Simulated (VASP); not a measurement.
# CuO (Cccm) in VASP: settings compared

The runs below take CuO through relaxation of cell and atoms, single point, with PBEsol, PBEsol+U.

All numbers are computed with VASP 6.6.1; they aren't measurements. Logs are shortened: lines on timing, memory, paths and dates and some standing lists are left out, and cuts for length are marked.

## Step 1: The cell of the first run

The structure is orthorhombic, space group Cccm (No. 66). Conventional cell: a = 3.982 Å, b = 4.307 Å, c = 5.156 Å, α = 90.00°, β = 90.00°, γ = 90.00°. Within 2.6 Å of Cu (site symmetry 2/m) lie 4 O at 1.95 Å. Within 2.6 Å of O (site symmetry 222) lie 4 Cu at 1.95 Å and 2 O at 2.58 Å.

## Step 2: Relaxation of cell and atoms, PBEsol, target pressure 10 GPa, at which the enthalpy is minimised

Contents of INCAR:

```
PREC = Accurate
ENCUT = 600
EDIFF = 1E-7
ISMEAR = -1
SIGMA = 0.05
LREAL = F
LASPH = T
NELM = 80
ALGO = Normal
ISIF = 3
LWAVE = F
LCHARG = F
GGA = PS
IBRION = 2
NSW = 80
EDIFFG = -0.02
PSTRESS = 100.0
```

Contents of KPOINTS:

```
regular mesh
0
Gamma
  9 9 5
```

Contents of POSCAR:

```
CuO
1.0
    1.9909680000     -2.1535500000      0.0000000000
    1.9909680000      2.1535500000      0.0000000000
    0.0000000000      0.0000000000      5.1559280000
Cu O
2 2
Direct
    0.5000000000      0.0000000000      0.0000000000
    0.0000000000      0.5000000000      0.5000000000
    0.5000000000      0.5000000000      0.2500000000
    0.5000000000      0.5000000000      0.7500000000
```

Potentials or basis: VASP PAW PBE potentials, release 64 (Cu, O).

Command:

```sh
> cat potpaw_PBE.64/Cu/POTCAR potpaw_PBE.64/O/POTCAR > POTCAR
> mpirun -np 1 vasp_std > vasp.out
```

OUTCAR:

```text
PREC = Accurate
   ENCUT = 600
   EDIFF = 1E-7
   ISMEAR = -1
   LREAL = F
   LASPH = T
   NELM = 80
   ISIF = 3
   GGA = PS
   IBRION = 2
   NSW = 80
   EDIFFG = -0.02
   PSTRESS = 100.0

 ion  position               nearest neighbor table
   1  0.500  0.000  0.000-   3 1.95   4 1.95   3 1.95   4 1.95
   2  0.000  0.500  0.500-   3 1.95   4 1.95   3 1.95   4 1.95
   3  0.500  0.500  0.250-   1 1.95   2 1.95   1 1.95   2 1.95
   4  0.500  0.500  0.750-   1 1.95   2 1.95   1 1.95   2 1.95

  LATTYP: Found a base centered orthorhombic cell.
 ALAT       =     3.9819360000
 B/A-ratio  =     1.0816597755
 C/A-ratio  =     1.2948294498

  Lattice vectors:

 A1 = (   1.9909680000,  -2.1535500000,   0.0000000000)
 A2 = (   1.9909680000,   2.1535500000,   0.0000000000)
 A3 = (   0.0000000000,   0.0000000000,   5.1559280000)

Analysis of symmetry for initial positions (statically):
=====================================================================
 Subroutine PRICEL returns:
 Original cell was already a primitive cell.

 Routine SETGRP: Setting up the symmetry group for a
 base centered orthorhombic supercell.

 Subroutine GETGRP returns: Found  8 space group operations
 (whereof  4 operations were pure point group operations)
 out of a pool of  8 trial point group operations.

The static configuration has the point symmetry C_2h.
 The point group associated with its full space group is D_2h.

Analysis of symmetry for dynamics (positions and initial velocities):
=====================================================================
 Subroutine PRICEL returns:
 Original cell was already a primitive cell.

 Routine SETGRP: Setting up the symmetry group for a
 base centered orthorhombic supercell.

 Subroutine GETGRP returns: Found  8 space group operations
 (whereof  4 operations were pure point group operations)
 out of a pool of  8 trial point group operations.

The dynamic configuration has the point symmetry C_2h.
 The point group associated with its full space group is D_2h.

 Subroutine INISYM returns: Found  8 space group operations
 (whereof  4 operations are pure point group operations),
 and found     1 'primitive' translations

----------------------------------------------------------------------------------------

                                     Primitive cell

  volume of cell :      44.2136

  direct lattice vectors                    reciprocal lattice vectors
     1.990968000 -2.153550000  0.000000000     0.251134122 -0.232174781  0.000000000
     1.990968000  2.153550000  0.000000000     0.251134122  0.232174781  0.000000000
     0.000000000  0.000000000  5.155928000     0.000000000  0.000000000  0.193951506

  length of vectors
     2.932870809  2.932870809  5.155928000     0.342013854  0.342013854  0.193951506

  position of ions in fractional coordinates (direct lattice)
     0.500000000  0.000000000  0.000000000
     0.000000000  0.500000000  0.500000000
     0.500000000  0.500000000  0.250000000
     0.500000000  0.500000000  0.750000000

  ion indices of the primitive-cell ions
   primitive index   ion index
                 1           1
                 2           2
                 3           3
                 4           4

----------------------------------------------------------------------------------------

 KPOINTS: regular mesh

Automatic generation of k-mesh.
 Grid dimensions read from file:
 generate k-points for:    9    9    5

 Generating k-lattice:

  Cartesian coordinates                     Fractional coordinates (reciprocal lattice)
     0.027903791 -0.025797198  0.000000000     0.111111111  0.000000000  0.000000000
     0.027903791  0.025797198  0.000000000     0.000000000  0.111111111  0.000000000
     0.000000000  0.000000000  0.038790301     0.000000000  0.000000000  0.200000000

  Length of vectors
     0.038001539  0.038001539  0.038790301

  Shift w.r.t. Gamma in fractional coordinates (k-lattice)
     0.000000000  0.000000000  0.000000000

 Subroutine IBZKPT returns following result:
 ===========================================

 Found     75 irreducible k-points:

 Following reciprocal coordinates:
            Coordinates               Weight
  0.000000  0.000000  0.000000      1.000000
  0.111111  0.000000  0.000000      4.000000
  0.222222  0.000000  0.000000      4.000000
  0.333333  0.000000  0.000000      4.000000
  0.444444  0.000000  0.000000      4.000000
  0.111111  0.111111  0.000000      2.000000
[... 16 lines left out ...]
 -0.333333  0.333333  0.000000      2.000000
  0.444444  0.444444  0.000000      2.000000
 [... further k-points ...]
   k-points           NKPTS =     75   k-points in BZ     NKDIM =     75   number of bands    NBANDS=     21
   number of dos      NEDOS =    301   number of ions     NIONS =      4
   total plane-waves  NPLWV =  24192
   dimension x,y,z NGX =    24 NGY =   24 NGZ =   42
   dimension x,y,z NGXF=    48 NGYF=   48 NGZF=   84
   ions per type =               2   2
   NGX,Y,Z   is equivalent  to a cutoff of  13.60, 13.60, 13.54 a.u.
   NGXF,Y,Z  is equivalent  to a cutoff of  27.21, 27.21, 27.08 a.u.
 SYSTEM =  unknown system
   PREC   = accura    normal or accurate (medium, high low for compatibility)
   ISTART =      0    job   : 0-new  1-cont  2-samecut
   ICHARG =      2    charge: 1-file 2-atom 10-const
   ISPIN  =      1    spin polarized calculation?
   LNONCOLLINEAR =      F non collinear calculations
   LSORBIT =      F    spin-orbit coupling
   LASPH  =      T    aspherical Exc in radial PAW
   ENCUT  =  600.0 eV  44.10 Ry    6.64 a.u.   5.86  5.86 10.30*2*pi/ulx,y,z
   NELM   =     80;   NELMIN=  2; NELMDL= -5     # of ELM steps
   EDIFF  = 0.1E-06   stopping-criterion for ELM
   LREAL  =      F    real-space projection
   EDIFFG = -.2E-01   stopping-criterion for IOM
   NSW    =     80    number of steps for IOM
   IBRION =      2    ionic relax: 0-MD 1-quasi-New 2-CG
   NFREE  =      1    steps in history (QN), initial steepest desc. (CG)
   ISIF   =      3    stress and relaxation
   ISYM   =      2    0-nonsym 1-usesym 2-fastsym
   POTIM  = 0.5000    time-step for ionic-motion
   TEBEG  =    0.0;   TEEND  =   0.0 temperature during run
   PSTRESS=  100.0 pullay stress
   NELECT =      34.0000    total number of electrons
   NUPDOWN=      -1.0000    fix difference up-down
   EMIN   =  10.00;   EMAX   =-10.00  energy-range for DOS
   EFERMI =   0.00;   METHOD = LEGACY
   ISMEAR =    -1;   SIGMA  =   0.05  broadening in eV -4-tet -1-fermi 0-gaus
   EFERMI_NEDOS =   21; number of points for ismear=-14 and -15
   IALGO  =     38    algorithm
   IMIX   =      4    mixing-type and parameters
     AMIX     =   0.40;   BMIX     =  1.00
     AMIX_MAG =   1.60;   BMIX_MAG =  1.00
  volume/ion in A,a.u.               =      11.05        74.59
  Fermi-wavevector in a.u.,A,eV,Ry     =   1.499854  2.834314 30.607167  2.249563
  Thomas-Fermi vector in A             =   2.611430
   LORBIT       =      0    0 simple, 1 ext, 2 COOP (PROOUT), +10 PAW based schemes
   GGA     = PS    functional components
   LHFCALC =     F    Hartree Fock is set to
   AEXX    =    0.0000 exact exchange contribution
   IVDW    =     0    specifies the selected vdW correction
   LEPSILON=     F    determine dielectric tensor
   LRPA    =     F    only Hartree local field effects (RPA)
 conjugate gradient relaxation of ions
 non-spin polarized calculation
  energy-cutoff  :      600.00
  volume of cell :       44.21
 maximum number of plane-waves:      1492
   NGX = 11   NGY = 11   NGZ = 21

--------------------------------------- Ionic step        1  -------------------------------------------

 number of electron      33.9999991 magnetization

 Free energy of the ion-electron system (eV)
  ---------------------------------------------------
  ext. energy  EPLUGINS =         0.00000000
  ---------------------------------------------------
  free energy    TOTEN  =       -21.46096738 eV

  energy without entropy =      -21.44166828  energy(sigma->0) =      -21.45131783

------------------------ aborting loop because EDIFF is reached ----------------------------------------

  FORCE on cell =-STRESS in cart. coord.  units (eV):
  Direction    XX          YY          ZZ          XY          YZ          ZX
  --------------------------------------------------------------------------------------
  -------------------------------------------------------------------------------------
  Total       -1.1228885     -1.5317354     -1.8717310      0.0000000      0.0000000      0.0000000
  in kB      -40.6903233    -55.5057871    -67.8262690      0.0000000      0.0000000      0.0000000
  external PRESSURE =    -154.6741264 kB  Pullay stress =     100.0000000 kB

 VOLUME and BASIS-vectors are now :
 -----------------------------------------------------------------------------
  energy-cutoff  :      600.00
  volume of cell :       44.21
      direct lattice vectors                 reciprocal lattice vectors
     1.990968000 -2.153550000  0.000000000     0.251134122 -0.232174781  0.000000000
     1.990968000  2.153550000  0.000000000     0.251134122  0.232174781  0.000000000
     0.000000000  0.000000000  5.155928000     0.000000000  0.000000000  0.193951506
[... 170 lines left out ...]
  FREE ENERGIE OF THE ION-ELECTRON SYSTEM (eV)
  ---------------------------------------------------
  free  energy   TOTEN  =       -21.4226699536 eV

  energy  without entropy=      -21.4038021864  energy(sigma->0) =      -21.41323607

  enthalpy is  TOTEN    =       -18.8962276788 eV   P V=        2.5264422748

--------------------------------------- Ionic step        6  -------------------------------------------

 number of electron      34.0000021 magnetization

 Free energy of the ion-electron system (eV)
  ---------------------------------------------------
  ext. energy  EPLUGINS =         0.00000000
  ---------------------------------------------------
  free energy    TOTEN  =       -21.41276553 eV

  energy without entropy =      -21.39368387  energy(sigma->0) =      -21.40322470

 E-fermi :   5.9493     XC(G=0): -12.1508

 val. band max:        5.9490297436   @ k =   0.4444   0.3333   0.4000
 cond. band min:       5.9630404361   @ k =   0.4444   0.4444   0.4000
 fundamental gap:      0.0140106925
 Fermi energy:         5.9492952243

 k-point     1 :       0.0000    0.0000    0.0000
  band No.  band energies     occupation
      1     -14.5756      2.00000
      2     -13.0948      2.00000
      3      -3.1273      2.00000
      4      -0.1134      2.00000
      5       0.0446      2.00000
      6       1.7059      2.00000
[... 13 lines left out ...]
     20      12.1439      0.00000
     21      13.5576      0.00000
[... 529 lines left out ...]
 k-point    24 :       0.4444    0.4444    0.0000
  band No.  band energies     occupation
      1     -13.1459      2.00000
      2     -12.7035      2.00000
      3      -1.5567      2.00000
      4      -1.2405      2.00000
      5      -0.5162      2.00000
      6      -0.1333      2.00000
[... 13 lines left out ...]
     20      12.6263      0.00000
     21      15.5225      0.00000

 [... further k-points ...]
[... 5 lines left out ...]
  --------------------------------------------------------------------------------------
  -------------------------------------------------------------------------------------
  Total        2.5324213      2.5772381      2.5911321      0.0000000      0.0000000      0.0000000
  in kB      100.8342778    102.6187634    103.1719828      0.0000000      0.0000000      0.0000000
  external PRESSURE =       2.2083414 kB  Pullay stress =     100.0000000 kB

 VOLUME and BASIS-vectors are now :
 -----------------------------------------------------------------------------
  energy-cutoff  :      600.00
  volume of cell :       40.24
      direct lattice vectors                 reciprocal lattice vectors
     1.914118905 -2.062235473  0.000000000     0.261216792 -0.242455339  0.000000000
     1.914118905  2.062235473  0.000000000     0.261216792  0.242455339  0.000000000
     0.000000000  0.000000000  5.096842277     0.000000000  0.000000000  0.196199911

 POSITION                                       TOTAL-FORCE (eV/Angst)
 -----------------------------------------------------------------------------------
      0.95706     -1.03112      0.00000        -0.000000     -0.000000      0.000000
      0.95706      1.03112      2.54842         0.000000     -0.000000      0.000000
      1.91412      0.00000      1.27421         0.000000      0.000000      0.000000
      1.91412      0.00000      3.82263         0.000000      0.000000      0.000000
 -----------------------------------------------------------------------------------
    total drift:                                0.000000     -0.000000     -0.000000

  FREE ENERGIE OF THE ION-ELECTRON SYSTEM (eV)
  ---------------------------------------------------
  free  energy   TOTEN  =       -21.4127655263 eV

  energy  without entropy=      -21.3936838700  energy(sigma->0) =      -21.40322470

  enthalpy is  TOTEN    =       -18.9012968064 eV   P V=        2.5114687199

 reached required accuracy - stopping structural energy minimisation
```

It took 7.5 min on 1 thread of Intel Xeon 8259CL, shared host; peak memory 0.22 GiB.

What came out:

```yaml
Free_energy: -21.4128 eV
Relaxed_volume: 10.06 Å³/atom
Relaxed_cell: a = 2.814 Å, b = 2.814 Å, c = 5.097 Å, α = 90.00°, β = 90.00°, γ = 94.27°
Space_group_after_relaxing_to_0.1_Å: Cccm (No. 66)
Energy_change_on_relaxing_the_run_minimises_the_enthalpy: +12.1 meV/atom
Ionic_steps: 6
Pressure_after_relaxing: 10.2 GPa
Band_gap_on_the_k_mesh: zero (bands 17 and 18 overlap by 0.92 eV)
```

The path:
| step | energy change (eV) | largest force (eV/Å) | pressure (GPa) | volume (Å³) |
| --- | --- | --- | --- | --- |
| 1 | 0.0000 | 0.0000 | -5.47 | 44.21 |
| 2 | 0.3855 | 0.0000 | 29.29 | 37.73 |
| 3 | 0.0333 | 0.0000 | 9.63 | 40.69 |
| 4 | 0.0375 | 0.0000 | 10.01 | 40.62 |
| 5 | 0.0383 | 0.0000 | 10.10 | 40.48 |
| 6 | 0.0482 | 0.0000 | 10.22 | 40.24 |

Final structure:
```
CELL_PARAMETERS angstrom
1.91412 -2.06224 0.00000
1.91412 2.06224 0.00000
0.00000 0.00000 5.09684
ATOMIC_POSITIONS crystal
Cu 0.50000 0.00000 0.00000
Cu 0.00000 0.50000 0.50000
O 0.50000 0.50000 0.25000
O 0.50000 0.50000 0.75000
```

Caveat: the cell is relaxed towards a set pressure, so the run minimises the enthalpy, not the energy; the PAW data sets were made with another functional, which shifts forces and pressure a little; semilocal functionals often make such compounds metallic where correlation or magnetic order opens a gap, which also shifts bond lengths. With open d or f shells a metallic result of PBEsol can be an artefact of self-interaction; +U or a hybrid may open a gap.

## Step 3: Single point, PBEsol+U

Contents of INCAR:

```
SYSTEM = CuO
PREC     = Accurate       ! precision mode
ENCUT    = 520            ! plane-wave cutoff, eV
EDIFF    = 1E-7           ! SCF threshold, eV
ISMEAR   = -1             ! smearing method
SIGMA    = 0.05           ! smearing width, eV
LREAL    = .FALSE.        ! projectors in reciprocal space
LASPH    = .TRUE.         ! aspherical terms in the spheres
NELM     = 150            ! most SCF steps
ALGO     = Normal         ! electronic algorithm
ISIF     = 2              ! what is computed and relaxed
LWAVE    = .FALSE.        ! write WAVECAR
LCHARG   = .FALSE.        ! write CHGCAR
LMAXMIX  = 4              ! l up to which the mixer works
LDAU     = .TRUE.         ! DFT+U
LDAUTYPE = 2            
LDAUL    = 2 -1           ! shell
LDAUU    = 2 0            ! U, eV
LDAUJ    = 0 0          
LDAUPRINT= 1            
GGA      = PS             ! functional
NBANDS   = 25             ! bands
```

Contents of KPOINTS:

```
regular mesh
0
G
  9 9 5
  0 0 0
```

POSCAR is that of step 2.

Potentials or basis: VASP PAW PBE potentials, release 64 (Cu, O).

Command:

```sh
> cat potpaw_PBE.64/Cu/POTCAR potpaw_PBE.64/O/POTCAR > POTCAR
> mpirun -np 1 vasp_std > vasp.out
```

Wall time 2.6 min (1 thread of AMD EPYC 7R13, shared host); peak memory 0.18 GiB.

It converged, with:

| Item | Value |
| --- | --- |
| Free energy | -20.0263 eV |
| Pressure | -6.5 GPa |
| Band gap on the k mesh | zero (bands 17 and 18 overlap by 0.90 eV) |

Stress tensor (GPa, compression positive):
```
-5.07  0.00  0.00
 0.00 -6.42  0.00
 0.00  0.00 -7.92
```

Levels at points of the mesh, in eV from the Fermi level:
```tsv
k point	band 13	band 14	band 15	band 16	band 17	band 18	band 19	band 20	band 21	band 22
(0.00, 0.00, 0.00)	-2.69	-2.66	-2.33	-2.17	0.61	0.80	1.46	6.21	7.39	13.29
```

Eigenvalues of the final occupation matrices:
```csv
site,spin,trace,eigenvalues
site 1 d,1,4.60,0.79 0.93 0.96 0.96 0.97
site 1 d,2,4.60,0.79 0.93 0.96 0.96 0.97
site 2 d,1,4.60,0.79 0.93 0.96 0.96 0.97
site 2 d,2,4.60,0.79 0.93 0.96 0.96 0.97
```

Caveat: the cell stands under tension; the PAW data sets were made with another functional, which shifts forces and pressure a little; U without spin polarisation on a metal has little footing.

## Step 4: Single point, PBEsol+U

Contents of INCAR:

```
PREC = Accurate
ENCUT = 520
EDIFF = 1E-6
ISMEAR = -1
SIGMA = 0.05
LREAL = F
LASPH = T
NELM = 150
ALGO = Normal
ISIF = 2
LWAVE = F
LCHARG = T
LMAXMIX = 4
LDAU = T
LDAUTYPE = 2
LDAUL = 2 -1
LDAUU = 6 0
LDAUJ = 0 0
LDAUPRINT = 1
GGA = PS
LELF = T
LVHAR = T
NBANDS = 25
```

Contents of KPOINTS:

```
regular mesh
0
Gamma
  9 9 5
```

POSCAR is that of step 3.

Command:

```sh
> cat potpaw_PBE.64/Cu/POTCAR potpaw_PBE.64/O/POTCAR > POTCAR
> mpirun -np 1 vasp_std > vasp.out
```

It took 2.8 min on 1 thread of AMD EPYC 7R13, shared host; peak memory 0.18 GiB.

Results (log left out):

```yaml
Free_energy: -17.4564 eV
Pressure: -8.8 GPa
Band_gap_on_the_k_mesh: zero (bands 17 and 18 overlap by 0.94 eV)
```

Stress tensor (GPa, compression positive):
```
 -7.26   0.00   0.00
  0.00  -8.42   0.00
  0.00   0.00 -10.64
```

Levels at points of the mesh, in eV from the Fermi level:
```tsv
k point	band 13	band 14	band 15	band 16	band 17	band 18	band 19	band 20	band 21	band 22
(0.00, 0.00, 0.00)	-2.98	-2.97	-2.73	-2.04	0.62	0.81	1.65	6.62	7.60	13.47
```

Eigenvalues of the final occupation matrices:
| site | spin | trace | eigenvalues |
| --- | --- | --- | --- |
| site 1 d | 1 | 4.66 | 0.80 0.94 0.97 0.97 0.98 |
| site 1 d | 2 | 4.66 | 0.80 0.94 0.97 0.97 0.98 |
| site 2 d | 1 | 4.66 | 0.80 0.94 0.97 0.97 0.98 |
| site 2 d | 2 | 4.66 | 0.80 0.94 0.97 0.97 0.98 |

Caveat: the cell stands under tension; the PAW data sets were made with another functional, which shifts forces and pressure a little; U without spin polarisation on a metal has little footing.

## Step 5: The runs side by side

```tsv
task	level	U	cell	cutoff (eV)	gap on the mesh (eV)	pressure (GPa)
relaxation of cell and atoms	PBEsol	-	relaxed to 10 GPa	600	none	10.2
single point	PBEsol+U	Cu d U = 2.0 eV	as given	520	none	-6.5
single point	PBEsol+U	Cu d U = 6.0 eV	as given	520	none	-8.8
```

Alike in all rows: potentials or basis VASP PAW PBE potentials, release 64 (Cu, O); no spin polarisation; k mesh 9 × 9 × 5; smearing fermi-dirac 0.05 eV.

Caveats: the PAW data sets were made with another functional, which shifts forces and pressure a little; the cell stands under tension (at least some runs); U without spin polarisation on a metal has little footing (at least some runs); the cell is relaxed towards a set pressure, so the run minimises the enthalpy, not the energy (at least some runs); semilocal functionals often make such compounds metallic where correlation or magnetic order opens a gap, which also shifts bond lengths (at least some runs).

Absolute energies hang on the potentials; compare differences alone.
